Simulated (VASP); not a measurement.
Pd:

```
Pd
1.0
     0.00000    1.94650    1.94650
     1.94650    0.00000    1.94650
     1.94650    1.94650    0.00000
Pd
1
Direct
  0.00000 0.00000 0.00000
```

```yaml
Program: VASP 6.6.1
Task: relaxation of cell and atoms
Functional: PBEsol
Potentials_or_basis: VASP PAW PBE potentials, release 64 (Pd)
Cutoff: 600 eV
k_mesh: 10 × 10 × 10
Occupations: methfessel-paxton, width 0.05 eV
Spin: no spin polarisation
```

At the start: pressure -3.3 GPa; volume 14.75 Å³/atom.

Problem. Where does the relaxation end?

Solution. Over 3 steps the energy falls by 2.5 meV/atom and the volume is 14.51 Å³/atom (-1.6 %); space group Fm-3m (No. 225, to 0.05 Å).

Step by step:
```tsv
step	energy change (eV)	largest force (eV/Å)	pressure (GPa)	volume (Å³)
1	0.0000	0.0000	-3.28	14.75
2	0.0048	0.0000	6.14	14.12
3	-0.0025	0.0000	-0.02	14.51
```

Final structure:
```
CELL_PARAMETERS angstrom
0.00000 1.93585 1.93585
1.93585 0.00000 1.93585
1.93585 1.93585 0.00000
ATOMIC_POSITIONS crystal
Pd 0.00000 0.00000 0.00000
```

Caveat: the PAW data sets were made with another functional, which shifts forces and pressure a little.
